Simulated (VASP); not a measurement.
CaH4 (tetrahydride): single point with PBEsol

CaH4 (tetrahydride):

```
Ca H
1.0
    -1.64240    1.64240    2.75352
     1.64240   -1.64240    2.75352
     1.64240    1.64240   -2.75352
Ca H
1 4
Direct
  0.00000 0.00000 0.00000
  0.75000 0.25000 0.50000
  0.25000 0.75000 0.50000
  0.44065 0.44065 0.00000
  0.55935 0.55935 0.00000
```

```json
{
 "Program": "VASP 6.6.1",
 "Task": "single point",
 "Functional": "PBEsol",
 "Potentials or basis": "VASP PAW PBE potentials, release 64 (Ca_sv, H)",
 "Cutoff": "500 eV",
 "k mesh": "10 × 10 × 10",
 "Occupations": "gaussian, width 0.03 eV",
 "Spin": "no spin polarisation",
 "Dipole correction": "no",
 "Further INCAR settings": "ALGO = Normal; EDIFF = 1e-06; NBANDS = 15"
}
```

The pressure is 32.7 GPa. The largest force is 5.969 eV/Å and the band gap on the k mesh is 0.66 eV, indirect (least direct gap 1.57 eV).

Forces on the atoms (eV/Å):
```
Ca   0.000  0.000  0.000
H    0.000  0.000  0.000
H    0.000  0.000  0.000
H    0.000  0.000 -5.969
H    0.000  0.000  5.969
```

Stress tensor (GPa, compression positive):
```
27.13  0.00  0.00
 0.00 27.13  0.00
 0.00  0.00 43.73
```

Levels at points of the mesh, in eV from the valence-band top:
```tsv
k point	band 5	band 6	band 7	band 8	band 9	band 10
(0.00, 0.00, 0.00)	-12.72	-2.86	0.00	1.57	2.59	2.59
(0.50, 0.00, 0.00)	-10.32	-6.21	-2.04	0.66	2.28	5.24
(0.50, 0.50, 0.00)	-10.95	-4.88	-3.69	2.84	4.26	5.02
(0.50, 0.50, 0.50)	-11.02	-5.64	-3.61	5.26	5.76	5.87
```

Run time: 73 s on 1 thread of Intel Xeon 8259CL (shared host), peak memory 0.19 GiB.

Caveat: the PAW data sets were made with another functional, which shifts forces and pressure a little. As with any semilocal functional, this PBEsol gap is likely too small.
